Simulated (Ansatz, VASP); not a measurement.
# BeS: VASP beside Ansatz

Contents of INCAR:

```
ALGO = Normal
EDIFF = 1E-6
ENCUT = 520
ISIF = 2
ISMEAR = -1
LASPH = True
LCHARG = False
LREAL = False
LWAVE = False
NBANDS = 11
NELM = 80
PREC = Accurate
SIGMA = 0.05
```

Contents of KPOINTS:

```
k-points
0
Gamma
  9 9 9
```

POSCAR

```
BeS
1.0
    0.0000000000      2.3754963136      2.3754963136
    2.3754963136      0.0000000000      2.3754963136
    2.3754963136      2.3754963136      0.0000000000
S Be
1 1
Direct
    0.7500000000      0.7500000000      0.7500000000
    0.0000000000      0.0000000000      0.0000000000
```

input.yaml

```yaml
crystal:
  lattice:
    - [0.0, 2.3754963136, 2.3754963136]
    - [2.3754963136, 0.0, 2.3754963136]
    - [2.3754963136, 2.3754963136, 0.0]
  atoms:
    - { symbol: S, position: [0.75, 0.75, 0.75] }
    - { symbol: Be, position: [0.0, 0.0, 0.0] }
kpoints:
  mp_grid: { grid: [9, 9, 9] }
scf:
  occupations: { method: fermi_dirac, width: 0.05 }
hamiltonian:
  xc: lda
  pseudopotentials: { kind: all_electron, lapw: { basis_error: 0.001 } }
output:
  forces: true
  stress: true
  eigenvalues: true
```

Change from the starting cell: volume scaled by 0.94.

Alike in both runs: task single point; functional LDA; k mesh 9 × 9 × 9; occupations fermi-dirac, width 0.05 eV; no spin polarisation.

|  | VASP | Ansatz |
| --- | --- | --- |
| version | VASP 6.6.1 | Ansatz 0.2.0 |
| potentials or method | VASP PAW LDA potentials, release 64 (S, Be), cutoff 520 eV | all-electron LAPW, scalar-relativistic |

Ansatz gave:

| Quantity | Value |
| --- | --- |
| gap on the k mesh at the Fermi level (eV) | 2.86 |
| least direct gap on the mesh (eV) | 5.48 |
| pressure (GPa) | 3.0 |

**Question.** What did VASP give for the same quantities?

**Answer.** gap on the k mesh at the Fermi level (eV): 2.87; least direct gap on the mesh (eV): 5.51; pressure (GPa): 3.1.

LDA's correlation is that of Perdew and Zunger in VASP and of Perdew and Wang (1992) in Ansatz. Ansatz ran all-electron here, and VASP with PAW potentials.
